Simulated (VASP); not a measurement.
B5P: single point with PBE

Crystal: B5P.

```
B P
1.0
     4.43213    0.00000    0.00000
    -2.21607    3.83834    0.00000
     0.00000    0.00000    3.35595
B P
5 1
Direct
  0.33333 0.66667 0.41483
  0.33333 0.66667 0.91584
  0.12696 0.87304 0.66648
  0.12696 0.25391 0.66648
  0.74609 0.87304 0.66648
  0.66667 0.33333 0.65721
```

```json
{"Program": "VASP 6.6.1", "Task": "single point", "Functional": "PBE", "Potentials or basis": "VASP PAW PBE potentials, release 64 (B, P)", "Cutoff": "500 eV", "k mesh": "5 × 5 × 4", "Occupations": "gaussian, width 0.2 eV", "Spin": "no spin polarisation", "Dipole correction": "no", "Further INCAR settings": "ALGO = Normal; EDIFF = 1e-06; NBANDS = 19"}
```

The pressure is 0.2 GPa. The largest force is 0.022 eV/Å. The band gap on the k mesh is zero (band 10 reaches 8.15 eV, above the bottom of band 11 at 4.34 eV).

Forces on the atoms (eV/Å):
```
B    0.000  0.000 -0.004
B    0.000  0.000  0.012
B    0.003 -0.002 -0.010
B    0.000  0.003 -0.010
B   -0.003 -0.002 -0.010
P    0.000  0.000  0.022
```

Stress tensor (GPa, compression positive):
```
 0.37  0.00  0.00
 0.00  0.37  0.00
 0.00  0.00 -0.20
```

Levels at points of the mesh, in eV from the Fermi level:
```tsv
k point	band 6	band 7	band 8	band 9	band 10	band 11	band 12	band 13	band 14	band 15
(0.00, 0.00, 0.00)	-6.46	-6.46	-4.80	-3.67	2.16	2.16	3.05	6.29	6.29	6.29
(0.00, 0.00, 0.50)	-6.54	-5.54	-5.54	-2.28	-1.66	-1.66	0.56	3.96	3.96	6.78
```

It took 21 s on 1 thread of Intel Xeon 8259CL (shared host), peak memory 0.16 GiB.

Caveat: the k points lie up to 0.47 Å⁻¹ apart.
